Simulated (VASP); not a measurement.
KMgF3, 5 atoms in the cell. It takes space group Pm-3m (No. 221, cubic). The conventional cell has a = 3.986 Å, b = 3.986 Å, c = 3.986 Å, α = 90.00°, β = 90.00°, γ = 90.00°. K (site symmetry m-3m) has 12 F at 2.82 Å and 8 Mg at 3.45 Å within 3.7 Å. Within 2.6 Å of Mg (site symmetry m-3m) lie 6 F at 1.99 Å. Within 2.6 Å of F (site symmetry 4/mmm) lie 2 Mg at 1.99 Å. 

```yaml
Program: VASP 6.6.1
Task: relaxation of cell and atoms
Functional: PBEsol
Potentials_or_basis: VASP PAW PBE potentials, release 64 (K_sv, Mg, F)
Cutoff: 600 eV
k_mesh: 7 × 7 × 7
Occupations: fermi-dirac, width 0.05 eV
Spin: no spin polarisation
Target_pressure: 20 GPa
Dipole_correction: no
Further_INCAR_settings: ALGO = Normal; EDIFF = 1e-07; IBRION = 2; EDIFFG = -0.01; NSW = 60; ISIF = 3
```

Potentials or basis: VASP PAW PBE potentials, release 64 (K_sv, Mg, F).

Command:

```bash
$ cat potpaw_PBE.64/K_sv/POTCAR potpaw_PBE.64/Mg/POTCAR potpaw_PBE.64/F/POTCAR > POTCAR
$ mpirun -np 1 vasp_std > vasp.out
```

Hardware: 1 thread of Intel(R) Xeon(R) 6975P-C (Granite Rapids) (shared host).

Problem. Estimate the wall time of this run.

Solution. Run time: 28 s on 1 thread of Intel(R) Xeon(R) 6975P-C (Granite Rapids) (shared host), peak memory 0.2 GiB. Counts: scf iterations 37, k points 20, ion steps 3.
